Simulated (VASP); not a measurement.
# SrTiO3 (Pm-3m) in VASP: a series of runs

SrTiO3 is run at these levels: PBE; tasks: single point.

Program: VASP 6.6.1. These are calculated values, not measurements. Logs are shortened: lines on timing, memory, paths and dates and some standing lists are left out, and cuts for length are marked.

### 1 The cell of the first run

Symmetry: Pm-3m, No. 221, cubic system. The conventional cell has a = 3.772 Å, b = 3.772 Å, c = 3.772 Å, α = 90.00°, β = 90.00°, γ = 90.00°. Within 3.5 Å of Sr (site symmetry m-3m) lie 12 O at 2.67 Å and 8 Ti at 3.27 Å. Ti (site symmetry m-3m) has 6 O at 1.89 Å within 2.5 Å. O (site symmetry 4/mmm) has 2 Ti at 1.89 Å within 2.5 Å.

### 2 Single point, PBE (volume scaled by 0.88)

Contents of INCAR:

```
SYSTEM = SrTiO3
  PREC = Accurate
  ENCUT = 520
  EDIFF = 1E-7
  ISMEAR = 0
  SIGMA = 0.02
  LREAL = .False.
  LASPH = .True.
  NELM = 100
  ALGO = Normal
  ISIF = 2
  LWAVE = .False.
  LCHARG = .False.
  GGA = PE
  NBANDS = 28
```

Contents of KPOINTS:

```
Automatic mesh
0
Gamma
  8 8 8
  0 0 0
```

Contents of POSCAR:

```
SrTiO3
1.0
    3.7722726943      0.0000000000      0.0000000000
    0.0000000000      3.7722726943      0.0000000000
    0.0000000000      0.0000000000      3.7722726943
Sr Ti O
1 1 3
Direct
    0.0000000000      0.0000000000      0.0000000000
    0.5000000000      0.5000000000      0.5000000000
    0.0000000000      0.5000000000      0.5000000000
    0.5000000000      0.0000000000      0.5000000000
    0.5000000000      0.5000000000      0.0000000000
```

Potentials or basis: VASP PAW PBE potentials, release 64 (Sr_sv, Ti_sv, O).

Started as:

```
$ cat potpaw_PBE.64/Sr_sv/POTCAR potpaw_PBE.64/Ti_sv/POTCAR potpaw_PBE.64/O/POTCAR > POTCAR
$ mpirun -np 1 vasp_std > vasp.out
```

OUTCAR:

```text
SYSTEM = SrTiO3
   PREC = Accurate
   ENCUT = 520
   EDIFF = 1E-7
   ISMEAR = 0
   LREAL = .False.
   LASPH = .True.
   NELM = 100
   ISIF = 2
   GGA = PE

 ion  position               nearest neighbor table
   1  0.000  0.000  0.000-   3 2.67   4 2.67   5 2.67   3 2.67   4 2.67   3 2.67   5 2.67   3 2.67
                             4 2.67   5 2.67   4 2.67   5 2.67   2 3.27   2 3.27   2 3.27   2 3.27
   2  0.500  0.500  0.500-   3 1.89   4 1.89   5 1.89   5 1.89   4 1.89   3 1.89   1 3.27   1 3.27
                             1 3.27   1 3.27   1 3.27   1 3.27   1 3.27   1 3.27
   3  0.000  0.500  0.500-   2 1.89   2 1.89   1 2.67   1 2.67   1 2.67   1 2.67
   4  0.500  0.000  0.500-   2 1.89   2 1.89   1 2.67   1 2.67   1 2.67   1 2.67
   5  0.500  0.500  0.000-   2 1.89   2 1.89   1 2.67   1 2.67   1 2.67   1 2.67

  LATTYP: Found a simple cubic cell.
 ALAT       =     3.7722726943

  Lattice vectors:

 A1 = (   3.7722726943,   0.0000000000,   0.0000000000)
 A2 = (   0.0000000000,   3.7722726943,   0.0000000000)
 A3 = (   0.0000000000,   0.0000000000,   3.7722726943)

Analysis of symmetry for initial positions (statically):
=====================================================================
 Subroutine PRICEL returns:
 Original cell was already a primitive cell.

 Routine SETGRP: Setting up the symmetry group for a
 simple cubic supercell.

 Subroutine GETGRP returns: Found 48 space group operations
 (whereof 48 operations were pure point group operations)
 out of a pool of 48 trial point group operations.

The static configuration has the point symmetry O_h .

Analysis of symmetry for dynamics (positions and initial velocities):
=====================================================================
 Subroutine PRICEL returns:
 Original cell was already a primitive cell.

 Routine SETGRP: Setting up the symmetry group for a
 simple cubic supercell.

 Subroutine GETGRP returns: Found 48 space group operations
 (whereof 48 operations were pure point group operations)
 out of a pool of 48 trial point group operations.

The dynamic configuration has the point symmetry O_h .

 Subroutine INISYM returns: Found 48 space group operations
 (whereof 48 operations are pure point group operations),
 and found     1 'primitive' translations

----------------------------------------------------------------------------------------

                                     Primitive cell

  volume of cell :      53.6796

  direct lattice vectors                    reciprocal lattice vectors
     3.772272694  0.000000000  0.000000000     0.265092182  0.000000000  0.000000000
     0.000000000  3.772272694  0.000000000     0.000000000  0.265092182  0.000000000
     0.000000000  0.000000000  3.772272694     0.000000000  0.000000000  0.265092182

  length of vectors
     3.772272694  3.772272694  3.772272694     0.265092182  0.265092182  0.265092182

  position of ions in fractional coordinates (direct lattice)
     0.000000000  0.000000000  0.000000000
     0.500000000  0.500000000  0.500000000
     0.000000000  0.500000000  0.500000000
     0.500000000  0.000000000  0.500000000
     0.500000000  0.500000000  0.000000000

  ion indices of the primitive-cell ions
   primitive index   ion index
                 1           1
                 2           2
                 3           3
                 4           4
                 5           5

----------------------------------------------------------------------------------------

 KPOINTS: Automatic mesh

Automatic generation of k-mesh.
 Grid dimensions read from file:
 generate k-points for:    8    8    8

 Generating k-lattice:

  Cartesian coordinates                     Fractional coordinates (reciprocal lattice)
     0.033136523  0.000000000  0.000000000     0.125000000  0.000000000  0.000000000
     0.000000000  0.033136523  0.000000000     0.000000000  0.125000000  0.000000000
     0.000000000  0.000000000  0.033136523     0.000000000  0.000000000  0.125000000

  Length of vectors
     0.033136523  0.033136523  0.033136523

  Shift w.r.t. Gamma in fractional coordinates (k-lattice)
     0.000000000  0.000000000  0.000000000

 Subroutine IBZKPT returns following result:
 ===========================================

 Found     35 irreducible k-points:

 Following reciprocal coordinates:
            Coordinates               Weight
  0.000000  0.000000  0.000000      1.000000
  0.125000  0.000000  0.000000      6.000000
  0.250000  0.000000  0.000000      6.000000
  0.375000  0.000000  0.000000      6.000000
  0.500000  0.000000  0.000000      3.000000
  0.125000  0.125000  0.000000     12.000000
[... 16 lines left out ...]
  0.375000  0.375000  0.125000     24.000000
  0.500000  0.375000  0.125000     24.000000
 [... further k-points ...]
   k-points           NKPTS =     35   k-points in BZ     NKDIM =     35   number of bands    NBANDS=     28
   number of dos      NEDOS =    301   number of ions     NIONS =      5
   total plane-waves  NPLWV =  21952
   dimension x,y,z NGX =    28 NGY =   28 NGZ =   28
   dimension x,y,z NGXF=    56 NGYF=   56 NGZF=   56
   ions per type =               1   1   3
   NGX,Y,Z   is equivalent  to a cutoff of  12.34, 12.34, 12.34 a.u.
   NGXF,Y,Z  is equivalent  to a cutoff of  24.68, 24.68, 24.68 a.u.
 SYSTEM =  SrTiO3
   PREC   = accura    normal or accurate (medium, high low for compatibility)
   ISTART =      0    job   : 0-new  1-cont  2-samecut
   ICHARG =      2    charge: 1-file 2-atom 10-const
   ISPIN  =      1    spin polarized calculation?
   LNONCOLLINEAR =      F non collinear calculations
   LSORBIT =      F    spin-orbit coupling
   LASPH  =      T    aspherical Exc in radial PAW
   ENCUT  =  520.0 eV  38.22 Ry    6.18 a.u.   7.01  7.01  7.01*2*pi/ulx,y,z
   NELM   =    100;   NELMIN=  2; NELMDL= -5     # of ELM steps
   EDIFF  = 0.1E-06   stopping-criterion for ELM
   LREAL  =      F    real-space projection
   EDIFFG = 0.1E-05   stopping-criterion for IOM
   NSW    =      0    number of steps for IOM
   IBRION =     -1    ionic relax: 0-MD 1-quasi-New 2-CG
   NFREE  =      0    steps in history (QN), initial steepest desc. (CG)
   ISIF   =      2    stress and relaxation
   ISYM   =      2    0-nonsym 1-usesym 2-fastsym
   POTIM  = 0.5000    time-step for ionic-motion
   TEBEG  =    0.0;   TEEND  =   0.0 temperature during run
   PSTRESS=    0.0 pullay stress
   NELECT =      40.0000    total number of electrons
   NUPDOWN=      -1.0000    fix difference up-down
   EMIN   =  10.00;   EMAX   =-10.00  energy-range for DOS
   EFERMI =   0.00;   METHOD = LEGACY
   ISMEAR =     0;   SIGMA  =   0.02  broadening in eV -4-tet -1-fermi 0-gaus
   EFERMI_NEDOS =   21; number of points for ismear=-14 and -15
   IALGO  =     38    algorithm
   IMIX   =      4    mixing-type and parameters
     AMIX     =   0.40;   BMIX     =  1.00
     AMIX_MAG =   1.60;   BMIX_MAG =  1.00
  volume/ion in A,a.u.               =      10.74        72.45
  Fermi-wavevector in a.u.,A,eV,Ry     =   1.484198  2.804727 29.971495  2.202843
  Thomas-Fermi vector in A             =   2.597764
   LORBIT       =      0    0 simple, 1 ext, 2 COOP (PROOUT), +10 PAW based schemes
   GGA     = PE    functional components
   LHFCALC =     F    Hartree Fock is set to
   AEXX    =    0.0000 exact exchange contribution
   IVDW    =     0    specifies the selected vdW correction
   LEPSILON=     F    determine dielectric tensor
   LRPA    =     F    only Hartree local field effects (RPA)
 non-spin polarized calculation
 Gauss-broadening in eV      SIGMA  =   0.02
  energy-cutoff  :      520.00
  volume of cell :       53.68
 maximum number of plane-waves:      1472
   NGX = 15   NGY = 15   NGZ = 15

 number of electron      39.9999977 magnetization

 Free energy of the ion-electron system (eV)
  ---------------------------------------------------
  ext. energy  EPLUGINS =         0.00000000
  ---------------------------------------------------
  free energy    TOTEN  =       -39.47336323 eV

  energy without entropy =      -39.47336323  energy(sigma->0) =      -39.47336323

 E-fermi :   5.3055     XC(G=0): -11.8293

 val. band max:        5.0575333379   @ k =   0.5000   0.5000   0.5000
 cond. band min:       7.0940189154   @ k =   0.0000   0.0000   0.0000
 fundamental gap:      2.0364855775
 Fermi energy:         5.3054973737

 k-point     1 :       0.0000    0.0000    0.0000
  band No.  band energies     occupation
      1     -50.9706      2.00000
      2     -27.4361      2.00000
      3     -27.2963      2.00000
      4     -27.2963      2.00000
      5     -27.2963      2.00000
      6     -12.7517      2.00000
[... 20 lines left out ...]
     27      10.6255      0.00000
     28      12.2562      0.00000

 k-point     2 :       0.1250    0.0000    0.0000
  band No.  band energies     occupation
      1     -50.9702      2.00000
      2     -27.4616      2.00000
      3     -27.2955      2.00000
      4     -27.2955      2.00000
      5     -27.2820      2.00000
      6     -12.7647      2.00000
[... 20 lines left out ...]
     27      10.9695      0.00000
     28      12.6447      0.00000

 k-point     3 :       0.2500    0.0000    0.0000
  band No.  band energies     occupation
      1     -50.9692      2.00000
      2     -27.5144      2.00000
      3     -27.2937      2.00000
      4     -27.2937      2.00000
      5     -27.2558      2.00000
      6     -12.8661      2.00000
[... 20 lines left out ...]
     27      11.8261      0.00000
     28      13.6811      0.00000

 k-point     4 :       0.3750    0.0000    0.0000
  band No.  band energies     occupation
      1     -50.9682      2.00000
      2     -27.5617      2.00000
      3     -27.2919      2.00000
      4     -27.2919      2.00000
      5     -27.2346      2.00000
      6     -13.0142      2.00000
[... 578 lines left out ...]
     27      13.7131      0.00000
     28      14.0826      0.00000

 k-point    23 :       0.3750    0.3750    0.1250
  band No.  band energies     occupation
      1     -50.9654      2.00000
      2     -27.4639      2.00000
      3     -27.3926      2.00000
      4     -27.3094      2.00000
      5     -27.2930      2.00000
      6     -12.3004      2.00000
[... 20 lines left out ...]
     27      14.0707      0.00000
     28      14.2697      0.00000

 k-point    24 :       0.5000    0.3750    0.1250
  band No.  band energies     occupation
      1     -50.9650      2.00000
      2     -27.4536      2.00000
      3     -27.3920      2.00000
      4     -27.3202      2.00000
      5     -27.3044      2.00000
      6     -12.2014      2.00000
[... 20 lines left out ...]
     27      14.3714      0.00000
     28      14.4054      0.00000

 [... further k-points ...]

------------------------ aborting loop because EDIFF is reached ----------------------------------------

  FORCE on cell =-STRESS in cart. coord.  units (eV):
  Direction    XX          YY          ZZ          XY          YZ          ZX
  --------------------------------------------------------------------------------------
  -------------------------------------------------------------------------------------
  Total        9.9405195      9.9405195      9.9405195      0.0000000     -0.0000000     -0.0000000
  in kB      296.6951353    296.6951353    296.6951353      0.0000000     -0.0000000     -0.0000000
  external PRESSURE =     296.6951353 kB  Pullay stress =       0.0000000 kB

 VOLUME and BASIS-vectors are now :
 -----------------------------------------------------------------------------
  energy-cutoff  :      520.00
  volume of cell :       53.68
      direct lattice vectors                 reciprocal lattice vectors
     3.772272694  0.000000000  0.000000000     0.265092182  0.000000000  0.000000000
     0.000000000  3.772272694  0.000000000     0.000000000  0.265092182  0.000000000
     0.000000000  0.000000000  3.772272694     0.000000000  0.000000000  0.265092182

 POSITION                                       TOTAL-FORCE (eV/Angst)
 -----------------------------------------------------------------------------------
      0.00000      0.00000      0.00000         0.000000      0.000000      0.000000
      1.88614      1.88614      1.88614         0.000000      0.000000      0.000000
      0.00000      1.88614      1.88614         0.000000      0.000000      0.000000
      1.88614      0.00000      1.88614         0.000000      0.000000      0.000000
      1.88614      1.88614      0.00000         0.000000      0.000000      0.000000
 -----------------------------------------------------------------------------------
    total drift:                                0.000000      0.000000      0.000000

  FREE ENERGIE OF THE ION-ELECTRON SYSTEM (eV)
  ---------------------------------------------------
  free  energy   TOTEN  =       -39.4733632344 eV

  energy  without entropy=      -39.4733632344  energy(sigma->0) =      -39.47336323
```

Wall time 47 s (1 thread of Intel Xeon Platinum 8488C (Sapphire Rapids), shared host); peak memory 0.19 GiB.

Results:

```
Free energy            : -39.4734 eV
Pressure               : 29.7 GPa
Band gap on the k mesh : 2.04 eV, indirect (least direct gap 2.31 eV)
```

### 3 Single point, PBE (volume scaled by 0.91)

Contents of INCAR:

```
SYSTEM = SrTiO3
PREC     = Accurate       ! precision mode
ENCUT    = 520            ! plane-wave cutoff, eV
EDIFF    = 1E-7           ! SCF threshold, eV
ISMEAR   = 0              ! smearing method
SIGMA    = 0.02           ! smearing width, eV
LREAL    = .False.        ! projectors in reciprocal space
LASPH    = .True.         ! aspherical terms in the spheres
NELM     = 60             ! most SCF steps
ALGO     = Normal         ! electronic algorithm
ISIF     = 2              ! what is computed and relaxed
LWAVE    = .False.        ! write WAVECAR
LCHARG   = .False.        ! write CHGCAR
GGA      = PE             ! functional
NBANDS   = 28             ! bands
```

KPOINTS is that of step 2.

Edit POSCAR of step 2 so:

```diff
@@ -2,5 +2,5 @@
 1.0
-    3.7722726943      0.0000000000      0.0000000000
-    0.0000000000      3.7722726943      0.0000000000
-    0.0000000000      0.0000000000      3.7722726943
+    3.8146613287      0.0000000000      0.0000000000
+    0.0000000000      3.8146613287      0.0000000000
+    0.0000000000      0.0000000000      3.8146613287
 Sr Ti O
```

Potentials or basis: VASP PAW PBE potentials, release 64 (Sr_sv, Ti_sv, O).

Started as:

```
$ cat potpaw_PBE.64/Sr_sv/POTCAR potpaw_PBE.64/Ti_sv/POTCAR potpaw_PBE.64/O/POTCAR > POTCAR
$ mpirun -np 1 vasp_std > vasp.out
```

Run time: 48 s. Hardware: 1 thread of Intel Xeon Platinum 8488C (Sapphire Rapids), shared host; peak memory 0.19 GiB.

The run converged. Its results:

* Free energy: -39.7614 eV
* Pressure: 20.5 GPa
* Band gap on the k mesh: 1.98 eV, indirect (least direct gap 2.29 eV)

Levels at points of the mesh, in eV from the valence-band top:
| k point | band 18 | band 19 | band 20 | band 21 | band 22 | band 23 |
| --- | --- | --- | --- | --- | --- | --- |
| (0.00, 0.00, 0.00) | -0.31 | -0.31 | -0.31 | 1.98 | 1.98 | 1.98 |
| (0.50, 0.00, 0.00) | -2.21 | -0.71 | -0.71 | 2.19 | 4.16 | 4.16 |
| (0.50, 0.50, 0.00) | -1.64 | -1.64 | -0.11 | 4.17 | 4.17 | 4.64 |
| (0.50, 0.50, 0.50) | 0.00 | 0.00 | 0.00 | 4.92 | 4.92 | 4.92 |
